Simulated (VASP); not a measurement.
GaP: vibrations by perturbation theory with LDA

The system is GaP.

```
Ga P
1.0
     0.00000    2.51299    2.51299
     2.51299    0.00000    2.51299
     2.51299    2.51299    0.00000
Ga P
1 1
Direct
  0.00000 0.00000 0.00000
  0.75000 0.75000 0.75000
```

* Program: VASP 6.6.1
* Task: vibrations by perturbation theory
* Functional: LDA
* Potentials or basis: VASP PAW LDA potentials, release 64 (Ga_d, P)
* Cutoff: 520 eV
* k mesh: 10 × 10 × 10
* Occupations: gaussian, width 0.01 eV
* Spin: no spin polarisation
* Dipole correction: no
* Further INCAR settings: ALGO = Normal; EDIFF = 1e-08; IBRION = 8; NSW = 1

The electronic dielectric tensor (diagonal) is 10.11 and the born charges (mean of the diagonal) is Ga +1.73; P -1.73 e. The highest phonon frequency at Γ, LO-TO splitting left out is 468 cm⁻¹.

Phonon frequencies in cm⁻¹ (negative: imaginary):
| q point | frequencies |
| --- | --- |
| (0.000, 0.000, 0.000) | 0 0 0 468 468 468 |

Electronic dielectric tensor:
```
10.11  0.00  0.00
 0.00 10.11  0.00
 0.00  0.00 10.11
```

Born effective charge tensors (e):
atom 1, Ga
```
1.73 0.00 0.00
0.00 1.73 0.00
0.00 0.00 1.73
```
atom 2, P
```
-1.73  0.00  0.00
 0.00 -1.73  0.00
 0.00  0.00 -1.73
```

Wall time 11 min on 1 thread of Intel Xeon 6975P-C (shared host), peak memory 0.31 GiB.

Caveat: the cell wasn't relaxed at this level first, which shifts response properties.
